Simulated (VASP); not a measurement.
Write the native input for VASP 6.6.1 that does the following.

```yaml
Task: single point
Functional: PBE
Potentials_or_basis: VASP PAW PBE potentials, release 64 (Zr_sv, Hf_pv, Se)
Cutoff: 520 eV
k_mesh: 4 × 4 × 4
Occupations: gaussian, width 0.1 eV
Spin: no spin polarisation
Dipole_correction: no
Further_INCAR_settings: ALGO = Normal; EDIFF = 1e-07; NBANDS = 32
```

The structure of HfZrSe4 lies in POSCAR:

```
HfZrSe4
1.0
    4.4060705700      0.0000000000      0.0000000000
    0.0000000000      4.4060705700      0.0000000000
    0.0000000000      0.0000000000      6.3785925700
Zr Hf Se
1 1 4
Direct
    0.5000000000      0.5000000000      0.5000000000
    0.0000000000      0.0000000000      0.0000000000
    0.5000000000      0.0000000000      0.7312811000
    0.0000000000      0.5000000000      0.2687189000
    0.5000000000      0.0000000000      0.2687189000
    0.0000000000      0.5000000000      0.7312811000
```

These files were run (other wordings do the same):

INCAR

```
  PREC = Accurate
  ENCUT = 520
  EDIFF = 1E-7
  ISMEAR = 0
  SIGMA = 0.1
  LREAL = F
  LASPH = T
  NELM = 80
  ALGO = Normal
  ISIF = 2
  LWAVE = F
  LCHARG = F
  GGA = PE
  NBANDS = 32
```

KPOINTS

```
regular mesh
0
Gamma
  4 4 4
```

Potentials or basis: VASP PAW PBE potentials, release 64 (Zr_sv, Hf_pv, Se).

Run with:

```sh
$ cat potpaw_PBE.64/Zr_sv/POTCAR potpaw_PBE.64/Hf_pv/POTCAR potpaw_PBE.64/Se/POTCAR > POTCAR
$ mpirun -np 1 vasp_std > vasp.out
```

Results of the run:

```json
{"Pressure": "16.7 GPa", "Largest force": "1.999 eV/Å", "Band gap on the k mesh": "zero (band 23 reaches 7.32 eV, above the bottom of band 24 at 6.61 eV)"}
```

Caveat: spin-orbit coupling is left out, which moves the levels of the heavy elements; forces of over 1 eV/Å act on the atoms, so gaps and moduli don't describe the material at rest.

Run time: 81 s on 1 thread of Intel(R) Xeon(R) Platinum 8259CL CPU @ 2.50GHz (Skylake/Cascade Lake), with other jobs on the host, peak memory 0.27 GiB.
